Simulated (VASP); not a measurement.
# Na (a cell with a defect) in VASP: single point with PBE

Aim: the single point of Na (a cell with a defect) with PBE.

All numbers are computed with VASP 6.6.1; they aren't measurements. Logs are shortened: lines on timing, memory, paths and dates and some standing lists are left out, and cuts for length are marked.

### Step 1. The cell of the first run

The cell holds a defect, 19 atoms: a = 8.894 Å, b = 8.894 Å, c = 8.894 Å, α = 78.49°, β = 78.49°, γ = 78.49°.

### Step 2. Single point, PBE

Contents of INCAR:

```
ALGO     = Fast           # electronic algorithm
EDIFF    = 1E-7           # SCF threshold, eV
ENCUT    = 520            # plane-wave cutoff, eV
GGA      = PE             # functional
ISIF     = 2              # what is computed and relaxed
ISMEAR   = 0              # smearing method
LASPH    = True           # aspherical terms in the spheres
LCHARG   = False          # write CHGCAR
LREAL    = Auto         
LWAVE    = False          # write WAVECAR
NBANDS   = 82             # bands
NELM     = 80             # most SCF steps
PREC     = Accurate       # precision mode
SIGMA    = 0.1            # smearing width, eV
```

Contents of KPOINTS:

```
k-points
0
Gamma
  3 3 3
```

Contents of POSCAR:

```
Na
1.0
    5.6270240157     -3.2487638302     -6.0738689002
   -5.6270240157     -3.2487638301     -6.0738689002
    0.0000000001      6.4975276604     -6.0738689002
Na
19
Direct
    0.1257342310      0.5097644029      0.1257341282
    0.8101835052      0.4693591201      0.4783400645
    0.4741903919      0.1485742234      0.1400343645
    0.4783400604      0.4693591142      0.8101835152
    0.1400343661      0.1485742265      0.4741903871
    0.7374583321      0.7816022703      0.1540227596
    0.7973308702      0.1405241835      0.7973308999
    0.5091852777      0.7941813956      0.5091852900
    0.1540227657      0.7816022802      0.7374583161
    0.1933528867      0.2351705508      0.8541204800
    0.8541204916      0.2351705831      0.1933528427
    0.4950912109      0.8757494406      0.8724283792
    0.5302680670      0.1917029579      0.5302680546
    0.2670143171      0.8455666729      0.2670143121
    0.8473160759      0.5524076136      0.8473160843
    0.8724283502      0.8757494663      0.4950912142
    0.5144012683      0.5085056119      0.1993494975
    0.1993494557      0.5085055914      0.5144013306
    0.0388096060     -0.0683411718      0.0388096719
```

Potentials or basis: VASP PAW PBE potentials, release 64 (Na_pv).

The run is started by

```sh
cat potpaw_PBE.64/Na_pv/POTCAR > POTCAR
mpirun -np 1 vasp_std > vasp.out
```

OUTCAR:

```text
EDIFF = 1E-7
   ENCUT = 520
   GGA = PE
   ISIF = 2
   ISMEAR = 0
   LASPH = True
   LREAL = Auto
   NELM = 80
   PREC = Accurate

 ion  position               nearest neighbor table
   1  0.126  0.510  0.126-
   2  0.810  0.469  0.478-
   3  0.474  0.149  0.140-
   4  0.478  0.469  0.810-
   5  0.140  0.149  0.474-
   6  0.737  0.782  0.154-
[... 11 lines left out ...]
  18  0.199  0.509  0.514-
  19  0.039  0.932  0.039-

  LATTYP: Found a trigonal (rhomboedric) cell.
 ALAT       =     8.8943661446
 COS(alpha) =     0.1995070234

  Lattice vectors:

 A1 = (   5.6270240157,  -3.2487638302,  -6.0738689002)
 A2 = (  -5.6270240157,  -3.2487638301,  -6.0738689002)
 A3 = (   0.0000000001,   6.4975276604,  -6.0738689002)

Analysis of symmetry for initial positions (statically):
=====================================================================
 Subroutine PRICEL returns:
 Original cell was already a primitive cell.

 Routine SETGRP: Setting up the symmetry group for a
 trigonal (rhombohedral) supercell.

 Subroutine GETGRP returns: Found  2 space group operations
 (whereof  2 operations were pure point group operations)
 out of a pool of 12 trial point group operations.

The static configuration has the point symmetry C_1h.

Analysis of symmetry for dynamics (positions and initial velocities):
=====================================================================
 Subroutine PRICEL returns:
 Original cell was already a primitive cell.

 Routine SETGRP: Setting up the symmetry group for a
 trigonal (rhombohedral) supercell.

 Subroutine GETGRP returns: Found  2 space group operations
 (whereof  2 operations were pure point group operations)
 out of a pool of 12 trial point group operations.

The dynamic configuration has the point symmetry C_1h.

 Subroutine INISYM returns: Found  2 space group operations
 (whereof  2 operations are pure point group operations),
 and found     1 'primitive' translations

----------------------------------------------------------------------------------------

                                     Primitive cell

  volume of cell :     666.2137

  direct lattice vectors                    reciprocal lattice vectors
     5.627024016 -3.248763830 -6.073868900     0.088856916 -0.051301564 -0.054879903
[... 108 lines left out ...]
   NSW    =      0    number of steps for IOM
   IBRION =     -1    ionic relax: 0-MD 1-quasi-New 2-CG
   NFREE  =      0    steps in history (QN), initial steepest desc. (CG)
   ISIF   =      2    stress and relaxation
   ISYM   =      2    0-nonsym 1-usesym 2-fastsym
   POTIM  = 0.5000    time-step for ionic-motion
   TEBEG  =    0.0;   TEEND  =   0.0 temperature during run
   PSTRESS=    0.0 pullay stress
   NELECT =     133.0000    total number of electrons
   NUPDOWN=      -1.0000    fix difference up-down
   EMIN   =  10.00;   EMAX   =-10.00  energy-range for DOS
   EFERMI =   0.00;   METHOD = LEGACY
   ISMEAR =     0;   SIGMA  =   0.10  broadening in eV -4-tet -1-fermi 0-gaus
   EFERMI_NEDOS =   21; number of points for ismear=-14 and -15
   IALGO  =     68    algorithm
   IMIX   =      4    mixing-type and parameters
     AMIX     =   0.40;   BMIX     =  1.00
     AMIX_MAG =   1.60;   BMIX_MAG =  1.00
  volume/ion in A,a.u.               =      35.06       236.62
  Fermi-wavevector in a.u.,A,eV,Ry     =   0.956799  1.808089 12.455656  0.915465
  Thomas-Fermi vector in A             =   2.085760
   LORBIT       =      0    0 simple, 1 ext, 2 COOP (PROOUT), +10 PAW based schemes
   GGA     = PE    functional components
   LHFCALC =     F    Hartree Fock is set to
   AEXX    =    0.0000 exact exchange contribution
   IVDW    =     0    specifies the selected vdW correction
   LEPSILON=     F    determine dielectric tensor
   LRPA    =     F    only Hartree local field effects (RPA)
 non-spin polarized calculation
 RMM-DIIS sequential band-by-band and
 Gauss-broadening in eV      SIGMA  =   0.10
  energy-cutoff  :      520.00
  volume of cell :      666.21
 maximum number of plane-waves:     17959
 NGX is ok and might be reduce to    70
   NGX = 33   NGY = 33   NGZ = 33

 number of electron     132.9999986 magnetization

 Free energy of the ion-electron system (eV)
  ---------------------------------------------------
  ext. energy  EPLUGINS =         0.00000000
  ---------------------------------------------------
  free energy    TOTEN  =       -24.13020782 eV

  energy without entropy =      -24.05944677  energy(sigma->0) =      -24.09482730

 E-fermi :   0.5739     XC(G=0):  -6.6434

 val. band max:        0.5404811956   @ k =  -0.0000   0.3333   0.0000
 cond. band min:       0.6246016897   @ k =   0.3333   0.3333   0.0000
 fundamental gap:      0.0841204941
 Fermi energy:         0.5739442854

 k-point     1 :       0.0000    0.0000    0.0000
  band No.  band energies     occupation
      1     -24.6183      2.00000
      2     -24.6034      2.00000
      3     -24.5999      2.00000
      4     -24.4973      2.00000
      5     -24.4851      2.00000
      6     -24.4723      2.00000
[... 799 lines left out ...]
     77       2.5683      0.00000
     78       2.6872      0.00000
 [bands above 78 left out]

------------------------ aborting loop because EDIFF is reached ----------------------------------------

  FORCE on cell =-STRESS in cart. coord.  units (eV):
  Direction    XX          YY          ZZ          XY          YZ          ZX
  --------------------------------------------------------------------------------------
  -------------------------------------------------------------------------------------
  Total        2.1186501      2.2283807      4.1627530     -0.0950295      0.0037187      0.0064408
  in kB        5.0951413      5.3590326     10.0110044     -0.2285365      0.0089430      0.0154896
  external PRESSURE =       6.8217261 kB  Pullay stress =       0.0000000 kB

 VOLUME and BASIS-vectors are now :
 -----------------------------------------------------------------------------
  energy-cutoff  :      520.00
  volume of cell :      666.21
      direct lattice vectors                 reciprocal lattice vectors
     5.627024016 -3.248763830 -6.073868900     0.088856916 -0.051301564 -0.054879903
    -5.627024016 -3.248763830 -6.073868900    -0.088856916 -0.051301564 -0.054879903
     0.000000000  6.497527660 -6.073868900     0.000000000  0.102603129 -0.054879903

 POSITION                                       TOTAL-FORCE (eV/Angst)
 -----------------------------------------------------------------------------------
     -2.16095     -1.24762     -4.62363         0.017963      0.010371     -0.008913
      1.91783     -1.04890    -10.67715        -0.003267     -0.002237      0.005928
      1.83225     -1.11334     -4.63314        -0.006919     -0.001666      0.003710
      0.05054      2.18534    -10.67715        -0.003571     -0.001710      0.005928
     -0.04805      2.14344     -4.63314        -0.004902     -0.005159      0.003710
     -0.24840     -3.93430    -10.16209        -0.007888      0.000296     -0.002721
[... 11 lines left out ...]
     -1.73963      1.04268     -7.42383        -0.009457      0.007749     -0.002335
     -5.02408     -2.90066     -6.13022         0.020197      0.011661     -0.004037
 -----------------------------------------------------------------------------------
    total drift:                               -0.000911     -0.000623      0.001006

  FREE ENERGIE OF THE ION-ELECTRON SYSTEM (eV)
  ---------------------------------------------------
  free  energy   TOTEN  =       -24.1302078241 eV

  energy  without entropy=      -24.0594467702  energy(sigma->0) =      -24.09482730
```

Run time: 7 min. Hardware: 1 thread of Intel Xeon 6975P-C (Granite Rapids), shared host; peak memory 0.85 GiB.

Results:

* Free energy: -24.1302 eV
* Pressure: 0.7 GPa
* Largest force: 0.028 eV/Å
* Band gap on the k mesh: zero (an odd number of electrons rules out a gap without spin polarisation)

Forces in eV/Å, atoms in the order of the input:
```
Na   0.018  0.010 -0.009
Na  -0.003 -0.002  0.006
Na  -0.007 -0.002  0.004
Na  -0.004 -0.002  0.006
Na  -0.005 -0.005  0.004
Na  -0.008  0.000 -0.003
Na  -0.003 -0.002  0.010
Na   0.003  0.002 -0.001
Na  -0.004 -0.007 -0.003
Na   0.006 -0.013 -0.002
Na  -0.009  0.012 -0.002
Na  -0.017  0.012  0.009
Na  -0.001 -0.001 -0.001
Na   0.017  0.010 -0.020
Na   0.002  0.001  0.002
Na   0.002 -0.020  0.009
Na   0.002 -0.012 -0.002
Na  -0.009  0.008 -0.002
Na   0.020  0.012 -0.004
```
